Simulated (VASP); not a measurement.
Input of a VASP 6.6.1 run:

The input INCAR:

```
SYSTEM = Gd
ALGO     = Normal         ! electronic algorithm
EDIFF    = 1E-6           ! SCF threshold, eV
ENCUT    = 520            ! plane-wave cutoff, eV
GGA      = RP             ! functional
ISIF     = 2              ! what is computed and relaxed
ISMEAR   = -1             ! smearing method
ISPIN    = 2              ! spin polarisation
LASPH    = .TRUE.         ! aspherical terms in the spheres
LCHARG   = .FALSE.        ! write CHGCAR
LMAXMIX  = 6              ! l up to which the mixer works
LORBIT   = 11             ! projections on sites
LREAL    = .FALSE.        ! projectors in reciprocal space
LWAVE    = .FALSE.        ! write WAVECAR
MAGMOM   = 7 7            ! initial moments
NBANDS   = 29             ! bands
NELM     = 150            ! most SCF steps
PREC     = Accurate       ! precision mode
SIGMA    = 0.05           ! smearing width, eV
```

The input KPOINTS:

```
k-points
0
G
  8 8 5
  0 0 0
```

The input POSCAR:

```
Gd
1.0
    3.7095220544      0.0000000000      0.0000000000
   -1.8547610272      3.2125403350      0.0000000000
    0.0000000000      0.0000000000      5.9495112124
Gd
2
Direct
    0.6666666667      0.3333333333      0.7500000000
    0.3333333333      0.6666666667      0.2500000000
```

Potentials or basis: VASP PAW PBE potentials, release 64 (Gd).

Command:

```sh
$ cat potpaw_PBE.64/Gd/POTCAR > POTCAR
$ mpirun -np 1 vasp_std > vasp.out
```

(1) What does it give for the site moments?

(2) Estimate the pressure.

(3) What does it give for the net moment?

Answers

(1) Gd +6.99 μB.

(2) -0.2 GPa.

(3) 15.35 μB per cell.

Caveat: the PAW data sets were made with another functional, which shifts forces and pressure a little.
